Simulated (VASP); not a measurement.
The system is BaHf3O2.

```
Ba Hf O
1.0
     6.45302    0.00000    0.00000
    -3.22651    5.58848    0.00000
     0.00000    0.00000    2.95682
Ba Hf O
1 3 2
Cartesian
  0.0000 0.0000 1.4784
  1.6133 2.7942 0.0000
  3.2265 0.0000 0.0000
  -1.6133 2.7942 0.0000
  3.2265 1.8628 1.4784
  0.0000 3.7257 1.4784
```

The cell was generated, and may not be a known phase.

| Property | Result |
| --- | --- |
| Program | VASP 6.6.1 |
| Task | relaxation of cell and atoms |
| Functional | PBE |
| Potentials or basis | VASP PAW PBE potentials, release 64 (Ba_sv, Hf_pv, O) |
| Cutoff | 600 eV |
| k mesh | 6 × 6 × 12 |
| Occupations | gaussian, width 0.1 eV |
| Spin | no spin polarisation |

At the start: pressure -0.1 GPa; volume 17.77 Å³/atom.

Q: Where does the relaxation end?

A: Over 5 steps the energy falls by 2.8 meV/atom and the volume is 17.83 Å³/atom (+0.3 %); space group P6/mmm (No. 191, to 0.1 Å) before and after.

Step by step:
```csv
step,energy change (eV),largest force (eV/Å),pressure (GPa),volume (Å³)
1,0.0000,0.0000,-0.06,106.63
2,-0.0162,0.0000,0.46,106.51
3,-0.0162,0.0000,0.45,106.51
4,-0.0166,0.0000,-0.25,107.27
5,-0.0168,0.0000,0.00,106.99
```

Final structure:
```
CELL_PARAMETERS angstrom
6.50377 0.00000 0.00000
-3.25188 5.63243 0.00000
0.00000 0.00000 2.92064
ATOMIC_POSITIONS crystal
Ba 0.00000 0.00000 0.50000
Hf 0.50000 0.50000 0.00000
Hf 0.50000 0.00000 0.00000
Hf 0.00000 0.50000 0.00000
O 0.66667 0.33333 0.50000
O 0.33333 0.66667 0.50000
```
